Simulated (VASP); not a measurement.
Set up this calculation in VASP 6.6.1, as the native input.

- Task: single point
- Functional: PBE
- Potentials or basis: VASP PAW PBE potentials, release 64 (Si, Pt, P, Au)
- Cutoff: 400 eV
- k mesh: 1 × 1 × 1, shifted
- Occupations: fermi-dirac, width 0.081 eV
- Spin: no spin polarisation
- Dipole correction: no
- Mended: yes
- Further INCAR settings: LREAL = Auto; ALGO = Normal; EDIFF = 1e-06; NBANDS = 73; ISYM = -1

The structure of Si13P2Pt3Au2 lies in POSCAR:

```
Si13P2Pt3Au2
1.0
    6.4794480000     -0.0023350000     -0.0331270000
   -0.0023350000      6.7843160000      0.1466780000
   -0.0331270000      0.1466780000      7.1568870000
Si Pt P Au
13 3 2 2
Direct
    0.6018727073      0.3755656964      0.8837794997
    0.8612249746      0.5222686704      1.0804160350
    0.5442010729      0.9130760994      0.2550342870
    0.1404233050      0.9514885488      0.5013969573
    0.1129648993      0.4373545120      0.7544591529
    0.0009314086      0.1062664168      0.1872756841
    0.2066323672      0.4882683878      1.0971887470
    0.3778504803      0.6441195925      0.7860512370
    0.5304372966      0.3259569614      0.3722272101
    0.7708367070      0.1011623249      0.4892125892
    0.2063823552      0.9160326707      0.8967247895
    0.7407224579      0.6035974106      0.3695851914
    0.8769693901      0.1580679391      0.7932946651
    0.3911400110      0.1555927254      0.6699988788
    0.3907157699      0.1893212599      0.0756014420
    0.8167422211      0.8701025301      0.0412371078
    0.6145387992      0.8861287409      0.7576020462
    0.8884347969      0.7061929897      0.6316632083
    0.3467894295      0.6824047237      0.4355558965
    0.1155985890      0.3495220761      0.4152477516
```

These files were run (other wordings do the same):

INCAR

```
SYSTEM = Si13P2Pt3Au2
PREC = Accurate
ENCUT = 400
EDIFF = 1E-6
ISMEAR = -1
SIGMA = 0.081
LREAL = Auto
LASPH = .True.
NELM = 120
ALGO = Normal
ISIF = 2
LWAVE = .False.
LCHARG = .True.
GGA = PE
LELF = .True.
LVHAR = .True.
ISYM = -1
NBANDS = 73
GGA_COMPAT = .False.
```

KPOINTS

```
explicit points
1
Reciprocal
  0.25000000   0.25000000   0.25000000 1
```

Potentials or basis: VASP PAW PBE potentials, release 64 (Si, Pt, P, Au).

The run is started by

```bash
$ cat potpaw_PBE.64/Si/POTCAR potpaw_PBE.64/Pt/POTCAR potpaw_PBE.64/P/POTCAR potpaw_PBE.64/Au/POTCAR > POTCAR
$ mpirun -np 1 vasp_std > vasp.out
```

It gave:

```
Pressure      : 10.7 GPa
Largest force : 2.480 eV/Å
```

Caveat: the atoms stand as in a frame of molecular dynamics.

It took 33 s on 1 thread of Intel(R) Xeon(R) Platinum 8375C CPU @ 2.90GHz (Ice Lake), with other jobs on the host, peak memory 0.29 GiB.
